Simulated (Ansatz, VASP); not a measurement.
**One calculation of C, two programs**

```
C
1.0
     1.25671    0.72556    4.07826
    -1.25671    0.72556    4.07826
     0.00000   -1.45112    4.07826
C
3
Direct
  0.00000 0.00000 0.00000
  0.26255 0.26255 0.26255
  0.73745 0.73745 0.73745
```

Alike in both runs: functional PBE; k mesh 9 × 9 × 9; occupations gaussian, width 0.1 eV; no spin polarisation.

Ansatz relaxed the structure, and its values are those at the end. VASP's run is a single point on that final structure, the one shown.

|  | VASP | Ansatz |
| --- | --- | --- |
| version | VASP 6.6.1 | Ansatz 0.2.0 |
| potentials or method | VASP PAW PBE potentials, release 64 (C), cutoff 520 eV | scalar-relativistic, plane waves, PAW |
| valence electrons in the cell | 12 | 12 |

```csv
,VASP,Ansatz,Ansatz less VASP
gap on the k mesh at the Fermi level (eV),none,none,-
pressure (GPa),0.0,-0.2,-0.23
rms of the force components (eV/Å),0.027,0.016,-0.0110
```

A gap of «none» marks a metal or a gap that the smearing closes. The functional is the same, so the differences come from potentials, cutoffs and numerics.
